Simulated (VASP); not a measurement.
Here is a VASP 6.6.1 calculation.

The input INCAR:

```
SYSTEM = BiO5
PREC = Accurate
ENCUT = 600
EDIFF = 1E-6
ISMEAR = 0
SIGMA = 0.2
LREAL = .FALSE.
LASPH = .TRUE.
NELM = 120
ALGO = Normal
ISIF = 2
LWAVE = .FALSE.
LCHARG = .FALSE.
GGA = PE
NBANDS = 32
GGA_COMPAT = .FALSE.
```

The input KPOINTS:

```
Automatic mesh
0
G
  4 4 4
  0 0 0
```

The input POSCAR:

```
BiO5
1.0
    3.0337334675      1.7515268341      2.4398587537
   -3.0337334675      1.7515268341      2.4398587537
    0.0000000000     -3.5030536682      2.4398587537
Bi O
1 5
Direct
    0.0000000000      0.0000000000      0.0000000000
    0.4192997049      0.4192997049      0.4192997049
    0.5807002951      0.5807002951      0.5807002951
    0.0000000000      0.5000000000      0.0000000000
    0.0000000000      0.0000000000      0.5000000000
    0.5000000000      0.0000000000      0.0000000000
```

Potentials or basis: VASP PAW PBE potentials, release 64 (Bi_d, O).

Launch:

```console
$ cat potpaw_PBE.64/Bi_d/POTCAR potpaw_PBE.64/O/POTCAR > POTCAR
$ mpirun -np 1 vasp_std > vasp.out
```

(1) Estimate the pressure.

(2) Estimate the largest force.

## Answers

(1) 1.8 GPa.

(2) 1.639 eV/Å.

Caveat: the k points lie up to 0.37 Å⁻¹ apart; the standard files for N, O and F lose accuracy on very short bonds; an odd number of electrons without spin polarisation forces a metal; a magnetic or distorted state may lie lower.
